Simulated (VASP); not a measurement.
**HCN: single point with PBE-based screened hybrid**

HCN:

```xyz
3
Lattice="-2.3161 2.3161 2.1599 2.3161 -2.3161 2.1599 2.3161 2.3161 -2.1599" Properties=species:S:1:pos:R:3 pbc="T T T"
N     0.0000    0.0000    1.1747
C     0.0000    0.0000    0.0159
H     0.0000    0.0000    3.2489
```

```json
{
  "Program": "VASP 6.6.1",
  "Task": "single point",
  "Functional": "PBE-based screened hybrid",
  "Potentials or basis": "VASP PAW PBE potentials, release 64 (N, C, H)",
  "Cutoff": "520 eV",
  "k mesh": "4 × 4 × 4",
  "Occupations": "fermi-dirac, width 0.05 eV",
  "Spin": "no spin polarisation"
}
```

```yaml
Pressure: -0.9 GPa
Largest_force: 0.660 eV/Å
Band_gap_on_the_k_mesh: 7.73 eV, indirect (least direct gap 8.10 eV)
```

Forces in eV/Å, atoms in the order of the input:
```
N    0.000  0.000 -0.660
C    0.000  0.000  0.635
H    0.000  0.000  0.025
```

Stress tensor (GPa, compression positive):
```
 0.19  0.00  0.00
 0.00  0.19  0.00
 0.00  0.00 -3.20
```

Levels at points of the mesh, in eV from the valence-band top:
```
           k point  band 2  band 3  band 4  band 5  band 6  band 7  band 8  band 9
(0.00, 0.00, 0.00)   -6.11   -1.76   -0.07   -0.07    8.79    8.79   10.11   14.93
(0.50, 0.00, 0.00)   -6.70   -0.83   -0.38   -0.37    7.73    8.41   12.00   13.63
(0.50, 0.50, 0.00)   -6.06   -1.80   -1.26    0.00    8.34    9.94   12.71   13.73
(0.50, 0.50, 0.50)   -6.07   -1.87   -0.92   -0.92    9.99    9.99   11.82   12.10
```

Wall time 4.1 min on 1 thread of Oxide Virtual Turin-like Processor, with other jobs on the host, peak memory 0.23 GiB.

Caveat: the k points lie up to 0.50 Å⁻¹ apart; the PAW data sets were made with another functional, which shifts forces and pressure a little. A k mesh can miss the band edges.
